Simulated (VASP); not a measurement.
Set up this calculation in VASP 6.6.1, as the native input.

* Task: single point
* Functional: PBEsol
* Dispersion: D3(BJ)
* Potentials or basis: VASP PAW PBE potentials, release 64 (C)
* Cutoff: 520 eV
* k mesh: 11 × 11 × 11
* Occupations: fermi-dirac, width 0.1 eV
* Spin: no spin polarisation
* Dipole correction: no
* Further INCAR settings: ALGO = Normal; EDIFF = 1e-06; NBANDS = 16

The structure of C lies in POSCAR:

```
C
1.0
    1.2228245857      0.7059976835      8.2130099025
   -1.2228245857      0.7059976835      8.2130099025
    0.0000000000     -1.4119963586      8.2130099025
C
4
Direct
    0.9128270000      0.9128270000      0.9128270000
    0.2461500000      0.2461500000      0.2461500000
    0.7538500000      0.7538500000      0.7538500000
    0.0871730000      0.0871730000      0.0871730000
```

These files were run (other wordings do the same):

INCAR

```
PREC = Accurate ; ENCUT = 520
EDIFF = 1E-6 ; ISMEAR = -1
SIGMA = 0.1 ; LREAL = False
LASPH = True ; NELM = 60
ALGO = Normal ; ISIF = 2
LWAVE = False ; LCHARG = True
GGA = PS ; IVDW = 12
LELF = True ; LVHAR = True
NBANDS = 16
```

KPOINTS

```
regular mesh
0
Gamma
  11 11 11
```

Potentials or basis: VASP PAW PBE potentials, release 64 (C).

Run with:

```console
$ cat potpaw_PBE.64/C/POTCAR > POTCAR
$ mpirun -np 1 vasp_std > vasp.out
```

It gave:

```yaml
Pressure: 3.8 GPa
Largest_force: 0.008 eV/Å
Dispersion_energy_per_atom: -0.088 eV
```

Caveat: the cell stands under pressure; the PAW data sets were made with another functional, which shifts forces and pressure a little.

Wall time 14 min on 1 thread of Intel(R) Xeon(R) Platinum 8259CL CPU @ 2.50GHz (Skylake/Cascade Lake) (shared host), peak memory 0.56 GiB.
